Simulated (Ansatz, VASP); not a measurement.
## Two plane-wave programs on AgPd2

The input INCAR:

```
SYSTEM = AgPd2
ALGO     = Normal         ! electronic algorithm
EDIFF    = 1E-6           ! SCF threshold, eV
ENCUT    = 520            ! plane-wave cutoff, eV
GGA      = PE             ! functional
ISIF     = 2              ! what is computed and relaxed
ISMEAR   = 0              ! smearing method
LASPH    = .TRUE.         ! aspherical terms in the spheres
LCHARG   = .TRUE.         ! write CHGCAR
LELF     = .TRUE.         ! ELF
LREAL    = .FALSE.        ! projectors in reciprocal space
LVHAR    = .TRUE.       
LWAVE    = .FALSE.        ! write WAVECAR
NBANDS   = 22             ! bands
NELM     = 60             ! most SCF steps
PREC     = Accurate       ! precision mode
SIGMA    = 0.1            ! smearing width, eV
```

The input KPOINTS:

```
k-points
0
G
  6 6 6
  0 0 0
```

POSCAR

```
AgPd2
1.0
    0.0000000000      2.9857738800      2.9857738800
    2.9857738800      0.0000000000      2.9857738800
    2.9857738800      2.9857738800      0.0000000000
Ag Pd
1 2
Direct
    0.0000000000      0.0000000000      0.0000000000
    0.2500000000      0.2500000000      0.2500000000
    0.7500000000      0.7500000000      0.7500000000
```

Input for Ansatz:

```yaml
crystal:
  lattice:
    - [0.0, 2.98577388, 2.98577388]
    - [2.98577388, 0.0, 2.98577388]
    - [2.98577388, 2.98577388, 0.0]
  atoms:
    - { symbol: Ag, position: [0.0, 0.0, 0.0] }
    - { symbol: Pd, position: [0.25, 0.25, 0.25] }
    - { symbol: Pd, position: [0.75, 0.75, 0.75] }
basis:
  ecutwfc: 420
kpoints:
  mp_grid: { grid: [6, 6, 6] }
hamiltonian:
  xc: pbe
scf:
  occupations: { method: gaussian, width: 0.1 }
  lower_state_search: "off"
output:
  forces: true
  stress: true
  eigenvalues: true
```

Change from the starting cell: species swapped into the Na2S type (Fm-3m, No. 225).

Alike in both runs: task single point; functional PBE; k mesh 6 × 6 × 6; occupations gaussian, width 0.1 eV; no spin polarisation.

```csv
,VASP,Ansatz
version,VASP 6.6.1,Ansatz 0.2.0
potentials or method,"VASP PAW PBE potentials, release 64 (Ag, Pd), cutoff 520 eV","scalar-relativistic, plane waves, PAW"
valence electrons in the cell,31,55
```

Ansatz gave:

```
gap on the k mesh at the Fermi level (eV) : none
pressure (GPa)                            : 11.0
```

Question: Which values does VASP return?

Answer: gap on the k mesh at the Fermi level (eV): none; pressure (GPa): 10.7.

A gap of «none» marks a metal or a gap that the smearing closes. VASP's potentials hold 31 valence electrons a cell and Ansatz's 55, so a difference there can come from the potentials and not from the codes.
